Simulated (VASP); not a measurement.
# Co (P-3m1) in VASP: further runs

Co is run at these levels: PBEsol; tasks: single point.

Everything below comes from runs of VASP 6.6.1. Logs are shortened: lines on timing, memory, paths and dates and some standing lists are left out, and cuts for length are marked.

## Step 1: The cell of the first run

The structure is trigonal, space group P-3m1 (No. 164). The conventional cell has a = 2.450 Å, b = 2.450 Å, c = 3.941 Å, α = 90.00°, β = 90.00°, γ = 120.00°. Co (site symmetry 3m) has 12 Co at 2.36 to 2.49 Å within 3.1 Å.

## Step 2: Single point, PBEsol, collinear spin, ferromagnetic start (strain -0.015 along x and y, -0.030 along z)

The input, INCAR:

```
SYSTEM = Co
  ALGO = Fast
  EDIFF = 1E-6
  ENCUT = 520
  GGA = PS
  ISIF = 2
  ISMEAR = 0
  ISPIN = 2
  LASPH = .TRUE.
  LCHARG = .FALSE.
  LMAXMIX = 4
  LORBIT = 11
  LREAL = .FALSE.
  LWAVE = .FALSE.
  MAGMOM = 1.91 1.91
  NBANDS = 20
  NELM = 150
  PREC = Accurate
  SIGMA = 0.15
```

The input, KPOINTS:

```
k-points
0
G
  24 24 12
  0 0 0
```

The input, POSCAR:

```
Co
1.0
    2.4500544007      0.0000000000      0.0000000000
   -1.2250272003      2.1218093517      0.0000000000
    0.0000000000      0.0000000000      3.9413908183
Co
2
Direct
    0.6666666667      0.3333333333      0.2598610000
    0.3333333333      0.6666666667      0.7401390000
```

Potentials or basis: VASP PAW PBE potentials, release 64 (Co).

Command:

```bash
$ cat potpaw_PBE.64/Co/POTCAR > POTCAR
$ mpirun -np 1 vasp_std > vasp.out
```

OUTCAR:

```text
SYSTEM = Co
   EDIFF = 1E-6
   ENCUT = 520
   GGA = PS
   ISIF = 2
   ISMEAR = 0
   ISPIN = 2
   LASPH = .TRUE.
   LORBIT = 11
   LREAL = .FALSE.
   NELM = 150
   PREC = Accurate

 ion  position               nearest neighbor table
   1  0.667  0.333  0.260-   2 2.36   2 2.36   2 2.36   2 2.49   2 2.49   2 2.49
   2  0.333  0.667  0.740-   1 2.36   1 2.36   1 2.36   1 2.49   1 2.49   1 2.49

  LATTYP: Found a hexagonal cell.
 ALAT       =     2.4500544007
 C/A-ratio  =     1.6086952262

  Lattice vectors:

 A1 = (   2.4500544007,   0.0000000000,   0.0000000000)
 A2 = (  -1.2250272003,   2.1218093517,   0.0000000000)
 A3 = (   0.0000000000,   0.0000000000,   3.9413908183)

Analysis of symmetry for initial positions (statically):
=====================================================================
 Subroutine PRICEL returns:
 Original cell was already a primitive cell.

 Routine SETGRP: Setting up the symmetry group for a
 hexagonal supercell.

 Subroutine GETGRP returns: Found 12 space group operations
 (whereof 12 operations were pure point group operations)
 out of a pool of 24 trial point group operations.

The static configuration has the point symmetry D_3d.

Analysis of symmetry for dynamics (positions and initial velocities):
=====================================================================
 Subroutine PRICEL returns:
 Original cell was already a primitive cell.

 Routine SETGRP: Setting up the symmetry group for a
 hexagonal supercell.

 Subroutine GETGRP returns: Found 12 space group operations
 (whereof 12 operations were pure point group operations)
 out of a pool of 24 trial point group operations.

The dynamic configuration has the point symmetry D_3d.

Analysis of structural, dynamic, and magnetic symmetry:
=====================================================================
 Subroutine PRICEL returns:
 Original cell was already a primitive cell.

 Routine SETGRP: Setting up the symmetry group for a
 hexagonal supercell.

 Subroutine GETGRP returns: Found 12 space group operations
 (whereof 12 operations were pure point group operations)
 out of a pool of 24 trial point group operations.

The overall configuration has the point symmetry D_3d.

 Subroutine INISYM returns: Found 12 space group operations
 (whereof 12 operations are pure point group operations),
 and found     1 'primitive' translations

----------------------------------------------------------------------------------------

                                     Primitive cell

  volume of cell :      20.4895

  direct lattice vectors                    reciprocal lattice vectors
     2.450054401  0.000000000  0.000000000     0.408154203  0.235647939  0.000000000
    -1.225027200  2.121809352  0.000000000     0.000000000  0.471295877  0.000000000
     0.000000000  0.000000000  3.941390818     0.000000000  0.000000000  0.253717544

  length of vectors
     2.450054401  2.450054401  3.941390818     0.471295877  0.471295877  0.253717544

  position of ions in fractional coordinates (direct lattice)
     0.666666667  0.333333333  0.259861000
     0.333333333  0.666666667  0.740139000

  ion indices of the primitive-cell ions
   primitive index   ion index
                 1           1
                 2           2

----------------------------------------------------------------------------------------

 KPOINTS: k-points

Automatic generation of k-mesh.
 Grid dimensions read from file:
 generate k-points for:   24   24   12

 Generating k-lattice:

  Cartesian coordinates                     Fractional coordinates (reciprocal lattice)
     0.017006425  0.009818664  0.000000000     0.041666667  0.000000000  0.000000000
     0.000000000  0.019637328  0.000000000     0.000000000  0.041666667  0.000000000
     0.000000000  0.000000000  0.021143129     0.000000000  0.000000000  0.083333333

  Length of vectors
     0.019637328  0.019637328  0.021143129

  Shift w.r.t. Gamma in fractional coordinates (k-lattice)
     0.000000000  0.000000000  0.000000000

 Subroutine IBZKPT returns following result:
[... 43 lines left out ...]
   NGX =  9   NGY =  9   NGZ = 15

 number of electron      17.9999995 magnetization       3.1248498

 Free energy of the ion-electron system (eV)
  ---------------------------------------------------
  ext. energy  EPLUGINS =         0.00000000
  ---------------------------------------------------
  free energy    TOTEN  =       -15.45498990 eV

  energy without entropy =      -15.43627031  energy(sigma->0) =      -15.44563010

 E-fermi :  10.9140     XC(G=0): -13.9174

 val. band max:       10.9136036017   @ k =   0.3333   0.0417   0.5000
 cond. band min:      10.9141621901   @ k =   0.2500   0.0000   0.0000
 fundamental gap:      0.0005585885
 Fermi energy:        10.9139894723

 spin component 1

 k-point     1 :       0.0000    0.0000    0.0000
  band No.  band energies     occupation
      1       1.5909      1.00000
      2       5.4708      1.00000
      3       8.2333      1.00000
      4       8.2333      1.00000
      5       8.2619      1.00000
      6       8.5687      1.00000
[... 12 lines left out ...]
     19      37.6480      0.00000
     20      37.6480      0.00000
[... 507 lines left out ...]
 k-point    24 :       0.4583    0.0417    0.0000
  band No.  band energies     occupation
      1       5.8496      1.00000
      2       5.9498      1.00000
      3       6.2116      1.00000
      4       8.0344      1.00000
      5       8.1977      1.00000
      6       8.3519      1.00000
[... 12 lines left out ...]
     19      34.4482      0.00000
     20      36.3428      0.00000

 [... further k-points ...]

 spin component 2

 k-point     1 :       0.0000    0.0000    0.0000
  band No.  band energies     occupation
      1       1.6619      1.00000
      2       6.4044      1.00000
      3       9.8067      1.00000
      4       9.8067      1.00000
      5       9.8089      1.00000
      6      10.1676      1.00000
[... 12 lines left out ...]
     19      38.0028      0.00000
     20      38.0029      0.00000
[... 507 lines left out ...]
 k-point    24 :       0.4583    0.0417    0.0000
  band No.  band energies     occupation
      1       6.7558      1.00000
      2       7.0513      1.00000
      3       7.3814      1.00000
      4       8.8898      1.00000
      5       9.5985      1.00000
      6       9.7830      1.00000
[... 12 lines left out ...]
     19      34.9254      0.00000
     20      36.6682      0.00000

 [... further k-points ...]

------------------------ aborting loop because EDIFF is reached ----------------------------------------

  FORCE on cell =-STRESS in cart. coord.  units (eV):
  Direction    XX          YY          ZZ          XY          YZ          ZX
  --------------------------------------------------------------------------------------
  -------------------------------------------------------------------------------------
  Total        0.3130419      0.3130419      0.6493885      0.0000000     -0.0000000     -0.0000000
  in kB       24.4783144     24.4783144     50.7789330      0.0000000     -0.0000000     -0.0000000
  external PRESSURE =      33.2451873 kB  Pullay stress =       0.0000000 kB

 VOLUME and BASIS-vectors are now :
 -----------------------------------------------------------------------------
  energy-cutoff  :      520.00
  volume of cell :       20.49
      direct lattice vectors                 reciprocal lattice vectors
     2.450054401  0.000000000  0.000000000     0.408154203  0.235647939  0.000000000
    -1.225027200  2.121809352  0.000000000     0.000000000  0.471295877  0.000000000
     0.000000000  0.000000000  3.941390818     0.000000000  0.000000000  0.253717544

 POSITION                                       TOTAL-FORCE (eV/Angst)
 -----------------------------------------------------------------------------------
      1.22503      0.70727      1.02421         0.000000      0.000000     -0.698594
     -0.00000      1.41454      2.91718         0.000000     -0.000000      0.698594
 -----------------------------------------------------------------------------------
    total drift:                                0.000000     -0.000000     -0.000000

  FREE ENERGIE OF THE ION-ELECTRON SYSTEM (eV)
  ---------------------------------------------------
  free  energy   TOTEN  =       -15.4549898957 eV

  energy  without entropy=      -15.4362703091  energy(sigma->0) =      -15.44563010

 total charge

# of ion       s       p       d       tot
------------------------------------------
    1        0.516   0.579   7.303   8.397
    2        0.516   0.579   7.303   8.397
--------------------------------------------------
tot          1.031   1.158  14.606  16.795

 magnetization (x)

# of ion       s       p       d       tot
------------------------------------------
    1       -0.015  -0.052   1.633   1.566
    2       -0.015  -0.052   1.633   1.566
--------------------------------------------------
tot         -0.030  -0.103   3.266   3.132
```

Run time: 4 min. Hardware: 1 thread of AMD EPYC 9R45 (Zen 5), shared host; peak memory 0.41 GiB.

Results:

```
Free energy                                           : -15.4550 eV
Pressure                                              : 3.3 GPa
Largest force                                         : 0.699 eV/Å
Net moment                                            : 3.12 μB per cell
Site moments                                          : Co +1.57 μB
Valence electrons inside the program's atomic spheres : Co 8.40
```

Forces on the atoms (eV/Å):
```
Co   0.000  0.000 -0.699
Co   0.000  0.000  0.699
```

Caveat: the cell differs from its parent crystal (strain -0.015 along x and y, -0.030 along z); the cell stands under pressure; the PAW data sets were made with another functional, which shifts forces and pressure a little.

## Step 3: Single point, PBEsol, collinear spin, ferromagnetic start (strain -0.030 along x and y, -0.015 along z)

The input, INCAR:

```
SYSTEM = Co
PREC = Accurate ; ENCUT = 520
EDIFF = 1E-6 ; ISMEAR = 0
SIGMA = 0.15 ; LREAL = .False.
LASPH = .True. ; NELM = 150
ALGO = Normal ; ISIF = 2
LWAVE = .False. ; LCHARG = .False.
ISPIN = 2 ; MAGMOM = 1.91 1.91
LORBIT = 11 ; LMAXMIX = 4
GGA = PS ; NBANDS = 20
```

The input, KPOINTS:

```
Automatic mesh
0
Gamma
  24 24 12
  0 0 0
```

The input, POSCAR:

```
Co
1.0
    2.4127439276      0.0000000000      0.0000000000
   -1.2063719638      2.0894975341      0.0000000000
    0.0000000000      0.0000000000      4.0023401608
Co
2
Direct
    0.6666666667      0.3333333333      0.2598610000
    0.3333333333      0.6666666667      0.7401390000
```

Potentials or basis: VASP PAW PBE potentials, release 64 (Co).

Command:

```bash
$ cat potpaw_PBE.64/Co/POTCAR > POTCAR
$ mpirun -np 1 vasp_std > vasp.out
```

It took 3.4 min on 1 thread of Intel Xeon 6975P-C (Granite Rapids), shared host; peak memory 0.44 GiB.

It converged, with:

| Quantity | Value |
| --- | --- |
| Free energy | -15.4375 eV |
| Pressure | 7.5 GPa |
| Largest force | 0.659 eV/Å |
| Net moment | 3.11 μB per cell |
| Site moments | Co +1.56 μB |
| Valence electrons inside the program's atomic spheres | Co 8.43 |

Forces on the atoms (eV/Å):
```
Co   0.000  0.000 -0.659
Co   0.000  0.000  0.659
```

Stress tensor (GPa, compression positive):
```
10.29  0.00  0.00
 0.00 10.29  0.00
 0.00  0.00  1.94
```

Levels at points of the mesh, in eV from the Fermi level:
Spin up:
| k point | band 8 | band 9 | band 10 | band 11 | band 12 | band 13 | band 14 | band 15 |
| --- | --- | --- | --- | --- | --- | --- | --- | --- |
| (0.00, 0.00, 0.00) | -1.85 | -1.85 | -0.71 | -0.71 | -0.46 | 6.57 | 22.85 | 25.44 |
| (0.50, 0.00, 0.00) | -0.52 | -0.48 | -0.31 | 1.55 | 3.76 | 9.89 | 10.99 | 13.13 |
| (0.00, 0.00, 0.50) | -2.71 | -1.17 | -1.17 | -0.95 | -0.95 | 14.51 | 15.77 | 23.47 |
| (0.50, 0.00, 0.50) | -0.95 | -0.42 | -0.36 | 1.55 | 1.85 | 7.80 | 8.13 | 19.35 |
Spin down:
| k point | band 4 | band 5 | band 6 | band 7 | band 8 | band 9 | band 10 | band 11 |
| --- | --- | --- | --- | --- | --- | --- | --- | --- |
| (0.00, 0.00, 0.00) | -1.14 | -1.14 | -0.80 | -0.80 | -0.39 | -0.12 | -0.12 | 1.11 |
| (0.50, 0.00, 0.00) | -1.89 | -1.27 | -1.21 | -0.83 | 1.31 | 1.35 | 1.48 | 2.76 |
| (0.00, 0.00, 0.50) | -1.61 | -1.18 | -1.18 | -1.18 | -1.18 | 0.65 | 0.65 | 0.82 |
| (0.50, 0.00, 0.50) | -2.56 | -0.30 | 0.14 | 0.19 | 0.33 | 1.39 | 1.43 | 2.17 |

Caveat: the cell differs from its parent crystal (strain -0.030 along x and y, -0.015 along z); the cell stands under pressure; the PAW data sets were made with another functional, which shifts forces and pressure a little.

## Step 4: Single point, PBEsol, collinear spin, ferromagnetic start (strain -0.030 along x and y, +0.030 along z)

The input, INCAR:

```
ALGO     = Normal         # electronic algorithm
EDIFF    = 1E-6           # SCF threshold, eV
ENCUT    = 520            # plane-wave cutoff, eV
GGA      = PS             # functional
ISIF     = 2              # what is computed and relaxed
ISMEAR   = 0              # smearing method
ISPIN    = 2              # spin polarisation
LASPH    = T              # aspherical terms in the spheres
LCHARG   = F              # write CHGCAR
LMAXMIX  = 4              # l up to which the mixer works
LORBIT   = 11             # projections on sites
LREAL    = F              # projectors in reciprocal space
LWAVE    = F              # write WAVECAR
MAGMOM   = 1.91 1.91      # initial moments
NBANDS   = 20             # bands
NELM     = 150            # most SCF steps
PREC     = Accurate       # precision mode
SIGMA    = 0.15           # smearing width, eV
```

The input, KPOINTS:

```
k-points
0
Gamma
  24 24 12
```

POSCAR, as its differences from that of step 3:

```diff
@@ -4,3 +4,3 @@
    -1.2063719638      2.0894975341      0.0000000000
-    0.0000000000      0.0000000000      4.0023401608
+    0.0000000000      0.0000000000      4.1851881885
 Co
```

Command:

```bash
$ cat potpaw_PBE.64/Co/POTCAR > POTCAR
$ mpirun -np 1 vasp_std > vasp.out
```

It took 4.4 min on 1 thread of AMD EPYC 9R45 (Zen 5), shared host; peak memory 0.43 GiB.

Results (log left out):

```
Free energy                                           : -15.3930 eV
Pressure                                              : -2.4 GPa
Largest force                                         : 0.380 eV/Å
Net moment                                            : 3.20 μB per cell
Site moments                                          : Co +1.61 μB
Valence electrons inside the program's atomic spheres : Co 8.34
```

Forces on the atoms (eV/Å):
```
Co   0.000  0.000 -0.380
Co   0.000  0.000  0.380
```

Stress tensor (GPa, compression positive):
```
  4.53   0.00   0.00
  0.00   4.53   0.00
  0.00   0.00 -16.40
```

Levels at points of the mesh, in eV from the Fermi level:
Spin up:
```
           k point  band 9  band 10  band 11  band 12  band 13  band 14
(0.00, 0.00, 0.00)   -1.75    -0.93    -0.84    -0.84     5.49    23.05
(0.50, 0.00, 0.00)   -0.47    -0.35     1.48     3.63     9.25    10.28
(0.00, 0.00, 0.50)   -1.25    -1.25    -1.05    -1.05    12.83    14.08
(0.50, 0.00, 0.50)   -0.42    -0.38     1.50     1.77     7.48     7.79
```
Spin down:
```
           k point  band 4  band 5  band 6  band 7  band 8  band 9  band 10  band 11
(0.00, 0.00, 0.00)   -1.06   -1.06   -0.86   -0.78   -0.78    0.07     0.07     1.06
(0.50, 0.00, 0.00)   -1.63   -1.34   -0.93   -0.92    1.19    1.36     1.47     2.63
(0.00, 0.00, 0.50)   -1.74   -1.06   -1.06   -1.05   -1.05    0.63     0.63     0.79
(0.50, 0.00, 0.50)   -2.52   -0.17    0.20    0.22    0.35    1.41     1.44     2.04
```

Caveat: the cell differs from its parent crystal (strain -0.030 along x and y, +0.030 along z); the PAW data sets were made with another functional, which shifts forces and pressure a little.

## Step 5: Single point, PBEsol, collinear spin, ferromagnetic start (strain +0.000 along x and y, -0.030 along z)

INCAR, as its differences from that of step 4:

```diff
@@ -1,2 +1,2 @@
-ALGO     = Normal         # electronic algorithm
+ALGO     = Fast           # electronic algorithm
 EDIFF    = 1E-6           # SCF threshold, eV
```

KPOINTS is that of step 4.

The input, POSCAR:

```
Co
1.0
    2.4873648738      0.0000000000      0.0000000000
   -1.2436824369      2.1541211692      0.0000000000
    0.0000000000      0.0000000000      3.9413908183
Co
2
Direct
    0.6666666667      0.3333333333      0.2598610000
    0.3333333333      0.6666666667      0.7401390000
```

Command:

```bash
$ cat potpaw_PBE.64/Co/POTCAR > POTCAR
$ mpirun -np 1 vasp_std > vasp.out
```

Wall time 3.6 min (1 thread of Intel Xeon 6975P-C (Granite Rapids), shared host); peak memory 0.45 GiB.

It converged, with:

```
Free energy                                           : -15.4471 eV
Pressure                                              : -3.8 GPa
Largest force                                         : 0.630 eV/Å
Net moment                                            : 3.17 μB per cell
Site moments                                          : Co +1.59 μB
Valence electrons inside the program's atomic spheres : Co 8.33
```

Forces in eV/Å, atoms in the order of the input:
```
Co   0.000  0.000 -0.630
Co   0.000  0.000  0.630
```

Stress tensor (GPa, compression positive):
```
-6.11  0.00  0.00
 0.00 -6.11  0.00
 0.00  0.00  0.93
```

Levels at points of the mesh, in eV from the Fermi level:
Spin up:
```
           k point  band 7  band 8  band 9  band 10  band 11  band 12  band 13  band 14  band 15  band 16
(0.00, 0.00, 0.00)   -2.31   -1.96   -1.96    -0.73    -0.73     0.12     6.84    21.87    24.52    24.52
(0.50, 0.00, 0.00)   -2.12   -0.69   -0.56    -0.42     1.32     3.36     9.84    10.86    13.00    14.48
(0.00, 0.00, 0.50)   -2.71   -2.67   -1.17    -1.17    -0.96    -0.96    15.24    16.40    22.52    22.77
(0.50, 0.00, 0.50)   -1.09   -0.99   -0.61    -0.54     1.44     1.72     7.28     7.59    18.23    18.61
```
Spin down:
```tsv
k point	band 4	band 5	band 6	band 7	band 8	band 9	band 10	band 11
(0.00, 0.00, 0.00)	-1.04	-0.94	-0.69	-0.69	-0.23	-0.23	0.17	1.08
(0.50, 0.00, 0.00)	-1.97	-1.30	-1.02	-0.56	1.15	1.34	1.40	2.59
(0.00, 0.00, 0.50)	-1.26	-1.15	-1.15	-1.14	-1.14	0.65	0.65	0.81
(0.50, 0.00, 0.50)	-2.25	-0.35	0.07	0.18	0.30	1.24	1.29	2.08
```

Caveat: the cell differs from its parent crystal (strain +0.000 along x and y, -0.030 along z); the cell stands under tension; the PAW data sets were made with another functional, which shifts forces and pressure a little.

## Step 6: Overview

```tsv
cell	gap on the mesh (eV)	pressure (GPa)	moment (μB)	largest force (eV/Å)
a = 2.450, b = 2.450, c = 3.941 Å, angles 90.0, 90.0, 120.0°, 2 atoms	none	3.3	3.12	0.70
a = 2.413, b = 2.413, c = 4.002 Å, angles 90.0, 90.0, 120.0°, 2 atoms	none	7.5	3.11	0.66
a = 2.413, b = 2.413, c = 4.185 Å, angles 90.0, 90.0, 120.0°, 2 atoms	none	-2.4	3.20	0.38
a = 2.487, b = 2.487, c = 3.941 Å, angles 90.0, 90.0, 120.0°, 2 atoms	none	-3.8	3.17	0.63
```

Alike in all rows: task single point; level PBEsol; potentials or basis VASP PAW PBE potentials, release 64 (Co); spin collinear, ferromagnetic start; k mesh 24 × 24 × 12; cutoff (eV) 520; smearing gaussian 0.15 eV.

Caveats: the PAW data sets were made with another functional, which shifts forces and pressure a little; the cell stands under pressure (at least some runs); the cell stands under tension (at least some runs).

Absolute energies hang on the potentials; compare differences alone.
